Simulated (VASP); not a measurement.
# TaN (P-62m) in VASP: further runs

The runs below take TaN through single point, with r2SCAN.

All numbers are computed with VASP 6.6.1; they aren't measurements. Logs are shortened: lines on timing, memory, paths and dates and some standing lists are left out, and cuts for length are marked.

### Step 1. The cell of the first run

The structure is hexagonal, space group P-62m (No. 189). The conventional cell has a = 5.123 Å, b = 5.123 Å, c = 2.875 Å, α = 90.00°, β = 90.00°, γ = 120.00°. Ta (site symmetry -6) has 6 N at 2.13 Å within 2.8 Å. Within 2.7 Å of Ta (site symmetry -62m) lie 3 N at 2.02 Å. Within 2.7 Å of N (site symmetry m2m) lie 5 Ta at 2.02 to 2.13 Å.

### Step 2. Single point, r2SCAN

The input, POSCAR:

```
TaN
1.0
    5.1227867531      0.0000000000      0.0000000000
   -2.5613933766      4.4364634664      0.0000000000
    0.0000000000      0.0000000000      2.8748954973
Ta N
3 3
Direct
    0.3333333333      0.6666666667      0.5000000000
    0.6666666667      0.3333333333      0.5000000000
    0.0000000000      0.0000000000      0.0000000000
    0.3941853596      0.0000000000      0.0000000000
    0.6058146404      0.6058146404      0.0000000000
    0.0000000000      0.3941853596      0.0000000000
```

The input, INCAR.step1:

```
SYSTEM = TaN
PREC = Accurate
ENCUT = 520
ISMEAR = 0
SIGMA = 0.1
LREAL = .False.
LASPH = .True.
NELM = 100
NBANDS = 33
GGA = PE
ALGO = Normal
EDIFF = 1E-4
LWAVE = .True.
LCHARG = .False.
```

The input, INCAR.step2:

```
SYSTEM = TaN
PREC = Accurate
ENCUT = 520
EDIFF = 1E-7
ISMEAR = 0
SIGMA = 0.1
LREAL = .False.
LASPH = .True.
NELM = 100
ALGO = Normal
ISIF = 2
LWAVE = .False.
LCHARG = .True.
METAGGA = R2SCAN
LMIXTAU = .True.
LELF = .True.
LVHAR = .True.
NBANDS = 33
ISTART = 1
```

The input, KPOINTS:

```
Automatic mesh
0
Gamma
  12 12 12
  0 0 0
```

Potentials or basis: VASP PAW PBE potentials, release 64 (Ta_pv, N).

Command:

```sh
> cat potpaw_PBE.64/Ta_pv/POTCAR potpaw_PBE.64/N/POTCAR > POTCAR
> cp INCAR.step1 INCAR
> mpirun -np 1 vasp_std > vasp.out
> cp INCAR.step2 INCAR
> mpirun -np 1 vasp_std > vasp.out
```

OUTCAR:

```text
SYSTEM = TaN
   PREC = Accurate
   ENCUT = 520
   EDIFF = 1E-7
   ISMEAR = 0
   LREAL = .False.
   LASPH = .True.
   NELM = 100
   ISIF = 2
   METAGGA = R2SCAN
   ISTART = 1

 ion  position               nearest neighbor table
   1  0.333  0.667  0.500-   4 2.13   4 2.13   6 2.13   6 2.13   5 2.13   5 2.13   2 2.96   2 2.96
                             2 2.96   3 3.29   3 3.29   3 3.29   3 3.29   3 3.29   3 3.29
   2  0.667  0.333  0.500-   6 2.13   6 2.13   4 2.13   4 2.13   5 2.13   5 2.13   1 2.96   1 2.96
                             1 2.96   3 3.29   3 3.29   3 3.29   3 3.29   3 3.29   3 3.29
   3  0.000  0.000  0.000-   4 2.02   5 2.02   6 2.02   2 3.29   1 3.29   1 3.29   2 3.29   2 3.29
                             2 3.29   1 3.29   1 3.29   2 3.29   2 3.29   1 3.29   1 3.29
   4  0.394  0.000  0.000-   3 2.02   1 2.13   1 2.13   2 2.13   2 2.13
   5  0.606  0.606  0.000-   3 2.02   1 2.13   1 2.13   2 2.13   2 2.13
   6  0.000  0.394  0.000-   3 2.02   2 2.13   2 2.13   1 2.13   1 2.13

  LATTYP: Found a hexagonal cell.
 ALAT       =     5.1227867531
 C/A-ratio  =     0.5611975739

  Lattice vectors:

 A1 = (   5.1227867531,   0.0000000000,   0.0000000000)
 A2 = (  -2.5613933766,   4.4364634664,   0.0000000000)
 A3 = (   0.0000000000,   0.0000000000,   2.8748954973)

Analysis of symmetry for initial positions (statically):
=====================================================================
 Subroutine PRICEL returns:
 Original cell was already a primitive cell.

 Routine SETGRP: Setting up the symmetry group for a
 hexagonal supercell.

 Subroutine GETGRP returns: Found 12 space group operations
 (whereof 12 operations were pure point group operations)
 out of a pool of 24 trial point group operations.

The static configuration has the point symmetry D_3h.

Analysis of symmetry for dynamics (positions and initial velocities):
=====================================================================
 Subroutine PRICEL returns:
 Original cell was already a primitive cell.

 Routine SETGRP: Setting up the symmetry group for a
 hexagonal supercell.

 Subroutine GETGRP returns: Found 12 space group operations
 (whereof 12 operations were pure point group operations)
 out of a pool of 24 trial point group operations.

The dynamic configuration has the point symmetry D_3h.

 Subroutine INISYM returns: Found 12 space group operations
 (whereof 12 operations are pure point group operations),
 and found     1 'primitive' translations

----------------------------------------------------------------------------------------

                                     Primitive cell

  volume of cell :      65.3379

  direct lattice vectors                    reciprocal lattice vectors
     5.122786753  0.000000000  0.000000000     0.195206252  0.112702382  0.000000000
    -2.561393377  4.436463466  0.000000000     0.000000000  0.225404764  0.000000000
     0.000000000  0.000000000  2.874895497     0.000000000  0.000000000  0.347838730

  length of vectors
     5.122786753  5.122786753  2.874895497     0.225404764  0.225404764  0.347838730

  position of ions in fractional coordinates (direct lattice)
     0.333333333  0.666666667  0.500000000
     0.666666667  0.333333333  0.500000000
     0.000000000  0.000000000  0.000000000
     0.394185360  0.000000000  0.000000000
     0.605814640  0.605814640  0.000000000
     0.000000000  0.394185360  0.000000000

  ion indices of the primitive-cell ions
   primitive index   ion index
                 1           1
                 2           2
                 3           3
                 4           4
                 5           5
                 6           6

----------------------------------------------------------------------------------------

 KPOINTS: Automatic mesh

Automatic generation of k-mesh.
 Grid dimensions read from file:
 generate k-points for:   12   12   12

 Generating k-lattice:

  Cartesian coordinates                     Fractional coordinates (reciprocal lattice)
     0.016267188  0.009391865  0.000000000     0.083333333  0.000000000  0.000000000
     0.000000000  0.018783730  0.000000000     0.000000000  0.083333333  0.000000000
     0.000000000  0.000000000  0.028986561     0.000000000  0.000000000  0.083333333

  Length of vectors
     0.018783730  0.018783730  0.028986561

  Shift w.r.t. Gamma in fractional coordinates (k-lattice)
     0.000000000  0.000000000  0.000000000

 Subroutine IBZKPT returns following result:
 ===========================================

 Found    133 irreducible k-points:

 Following reciprocal coordinates:
            Coordinates               Weight
  0.000000  0.000000  0.000000      1.000000
  0.083333  0.000000  0.000000      6.000000
  0.166667 -0.000000  0.000000      6.000000
  0.250000  0.000000  0.000000      6.000000
  0.333333 -0.000000  0.000000      6.000000
  0.416667  0.000000  0.000000      6.000000
[... 16 lines left out ...]
  0.250000  0.000000  0.083333     12.000000
  0.333333 -0.000000  0.083333     12.000000
 [... further k-points ...]
   k-points           NKPTS =    133   k-points in BZ     NKDIM =    133   number of bands    NBANDS=     33
   number of dos      NEDOS =    301   number of ions     NIONS =      6
   total plane-waves  NPLWV =  38400
   dimension x,y,z NGX =    40 NGY =   40 NGZ =   24
   dimension x,y,z NGXF=    80 NGYF=   80 NGZF=   48
   ions per type =               3   3
   NGX,Y,Z   is equivalent  to a cutoff of  12.98, 12.98, 13.88 a.u.
   NGXF,Y,Z  is equivalent  to a cutoff of  25.96, 25.96, 27.76 a.u.
 SYSTEM =  TaN
   PREC   = accura    normal or accurate (medium, high low for compatibility)
   ISTART =      1    job   : 0-new  1-cont  2-samecut
   ICHARG =      0    charge: 1-file 2-atom 10-const
   ISPIN  =      1    spin polarized calculation?
   LNONCOLLINEAR =      F non collinear calculations
   LSORBIT =      F    spin-orbit coupling
   LASPH  =      T    aspherical Exc in radial PAW
   ENCUT  =  520.0 eV  38.22 Ry    6.18 a.u.   9.52  9.52  5.35*2*pi/ulx,y,z
   NELM   =    100;   NELMIN=  2; NELMDL=  0     # of ELM steps
   EDIFF  = 0.1E-06   stopping-criterion for ELM
   LREAL  =      F    real-space projection
   EDIFFG = 0.1E-05   stopping-criterion for IOM
   NSW    =      0    number of steps for IOM
   IBRION =     -1    ionic relax: 0-MD 1-quasi-New 2-CG
   NFREE  =      0    steps in history (QN), initial steepest desc. (CG)
   ISIF   =      2    stress and relaxation
   ISYM   =      2    0-nonsym 1-usesym 2-fastsym
   POTIM  = 0.5000    time-step for ionic-motion
   TEBEG  =    0.0;   TEEND  =   0.0 temperature during run
   PSTRESS=    0.0 pullay stress
   NELECT =      48.0000    total number of electrons
   NUPDOWN=      -1.0000    fix difference up-down
   EMIN   =  10.00;   EMAX   =-10.00  energy-range for DOS
   EFERMI =   0.00;   METHOD = LEGACY
   ISMEAR =     0;   SIGMA  =   0.10  broadening in eV -4-tet -1-fermi 0-gaus
   EFERMI_NEDOS =   21; number of points for ismear=-14 and -15
   IALGO  =     38    algorithm
   IMIX   =      4    mixing-type and parameters
     AMIX     =   0.40;   BMIX     =  1.00
     AMIX_MAG =   1.60;   BMIX_MAG =  1.00
  volume/ion in A,a.u.               =      10.89        73.49
  Fermi-wavevector in a.u.,A,eV,Ry     =   1.477180  2.791466 29.688749  2.182062
  Thomas-Fermi vector in A             =   2.591616
   LORBIT       =      0    0 simple, 1 ext, 2 COOP (PROOUT), +10 PAW based schemes
   METAGGA = R2SCAN    functional components
   LHFCALC =     F    Hartree Fock is set to
   AEXX    =    0.0000 exact exchange contribution
   IVDW    =     0    specifies the selected vdW correction
   LEPSILON=     F    determine dielectric tensor
   LRPA    =     F    only Hartree local field effects (RPA)
 non-spin polarized calculation
 Gauss-broadening in eV      SIGMA  =   0.10
  energy-cutoff  :      520.00
  volume of cell :       65.34
 maximum number of plane-waves:      1798
 NGX is ok and might be reduce to    40
   NGX = 19   NGY = 19   NGZ = 11

 number of electron      47.9999997 magnetization

 Free energy of the ion-electron system (eV)
  ---------------------------------------------------
  ext. energy  EPLUGINS =         0.00000000
  ---------------------------------------------------
  free energy    TOTEN  =      -181.15085149 eV

  energy without entropy =     -181.14866634  energy(sigma->0) =     -181.14975892

 E-fermi :   8.8546     XC(G=0): -14.2397

 val. band max:        8.8210577946   @ k =   0.0833   0.0000   0.3333
 cond. band min:       8.8728287240   @ k =   0.2500   0.0000   0.4167
 fundamental gap:      0.0517709294
 Fermi energy:         8.8545668845

 k-point     1 :       0.0000    0.0000    0.0000
  band No.  band energies     occupation
      1     -28.8271      2.00000
      2     -28.8271      2.00000
      3     -28.4112      2.00000
      4     -28.4112      2.00000
      5     -28.1943      2.00000
      6     -28.0603      2.00000
[... 25 lines left out ...]
     32      12.3250      0.00000
     33      12.3250      0.00000

 k-point     2 :       0.0833    0.0000    0.0000
  band No.  band energies     occupation
      1     -28.8352      2.00000
      2     -28.8262      2.00000
      3     -28.4019      2.00000
      4     -28.4005      2.00000
      5     -28.1922      2.00000
      6     -28.0622      2.00000
[... 25 lines left out ...]
     32      12.2984      0.00000
     33      12.3842      0.00000

 k-point     3 :       0.1667   -0.0000    0.0000
  band No.  band energies     occupation
      1     -28.8557      2.00000
      2     -28.8198      2.00000
      3     -28.3831      2.00000
      4     -28.3727      2.00000
      5     -28.1859      2.00000
      6     -28.0680      2.00000
[... 25 lines left out ...]
     32      12.4239      0.00000
     33      12.5485      0.00000

 k-point     4 :       0.2500    0.0000    0.0000
  band No.  band energies     occupation
      1     -28.8809      2.00000
      2     -28.8006      2.00000
      3     -28.3772      2.00000
      4     -28.3371      2.00000
      5     -28.1762      2.00000
      6     -28.0770      2.00000
[... 673 lines left out ...]
     32      12.4602      0.00000
     33      12.6121      0.00000

 k-point    23 :       0.2500    0.0000    0.0833
  band No.  band energies     occupation
      1     -28.8667      2.00000
      2     -28.7878      2.00000
      3     -28.3688      2.00000
      4     -28.3273      2.00000
      5     -28.2535      2.00000
      6     -28.1416      2.00000
[... 25 lines left out ...]
     32      12.6743      0.00000
     33      13.1833      0.00000

 k-point    24 :       0.3333   -0.0000    0.0833
  band No.  band energies     occupation
      1     -28.8886      2.00000
      2     -28.7535      2.00000
      3     -28.3961      2.00000
      4     -28.2944      2.00000
      5     -28.2429      2.00000
      6     -28.1537      2.00000
[... 25 lines left out ...]
     32      12.8488      0.00000
     33      13.0967      0.00000

 [... further k-points ...]
[... 5 lines left out ...]
  --------------------------------------------------------------------------------------
  -------------------------------------------------------------------------------------
  Total        6.9074207      6.9074207      6.8391579     -0.0000000      0.0000000     -0.0000000
  in kB      169.3796531    169.3796531    167.7057538     -0.0000000      0.0000000     -0.0000000
  external PRESSURE =     168.8216866 kB  Pullay stress =       0.0000000 kB

 VOLUME and BASIS-vectors are now :
 -----------------------------------------------------------------------------
  energy-cutoff  :      520.00
  volume of cell :       65.34
      direct lattice vectors                 reciprocal lattice vectors
     5.122786753  0.000000000  0.000000000     0.195206252  0.112702382  0.000000000
    -2.561393377  4.436463466  0.000000000     0.000000000  0.225404764  0.000000000
     0.000000000  0.000000000  2.874895497     0.000000000  0.000000000  0.347838730

 POSITION                                       TOTAL-FORCE (eV/Angst)
 -----------------------------------------------------------------------------------
     -0.00000      2.95764      1.43745         0.000000      0.000000      0.000000
      2.56139      1.47882      1.43745         0.000000     -0.000000      0.000000
      0.00000      0.00000      0.00000         0.000000     -0.000000      0.000000
      2.01933      0.00000      0.00000         0.011991     -0.000000     -0.000000
      1.55173      2.68767      0.00000        -0.005996     -0.010385     -0.000000
     -1.00966      1.74879      0.00000        -0.005996      0.010385      0.000000
 -----------------------------------------------------------------------------------
    total drift:                                0.000004      0.000007      0.000000

  FREE ENERGIE OF THE ION-ELECTRON SYSTEM (eV)
  ---------------------------------------------------
  free  energy   TOTEN  =      -181.1508514903 eV

  energy  without entropy=     -181.1486663447  energy(sigma->0) =     -181.14975892
```

Wall time 9.6 min (1 thread of Intel Xeon Platinum 8488C (Sapphire Rapids), shared host); peak memory 0.36 GiB.

What came out:

* Free energy: -181.1509 eV
* Pressure: 16.9 GPa
* Largest force: 0.012 eV/Å
* Band gap on the k mesh: zero (band 24 reaches 10.82 eV, above the bottom of band 25 at 7.41 eV)

Forces on the atoms (eV/Å):
```
Ta   0.000  0.000  0.000
Ta   0.000  0.000  0.000
Ta   0.000  0.000  0.000
N    0.012  0.000  0.000
N   -0.006 -0.010  0.000
N   -0.006  0.010  0.000
```

Stress tensor (GPa, compression positive):
```
16.94  0.00  0.00
 0.00 16.94  0.00
 0.00  0.00 16.77
```

Caveat: the PAW data sets were made with another functional, which shifts forces and pressure a little; spin-orbit coupling is left out, which moves the levels of the heavy elements.

[end of part 1 of 3]
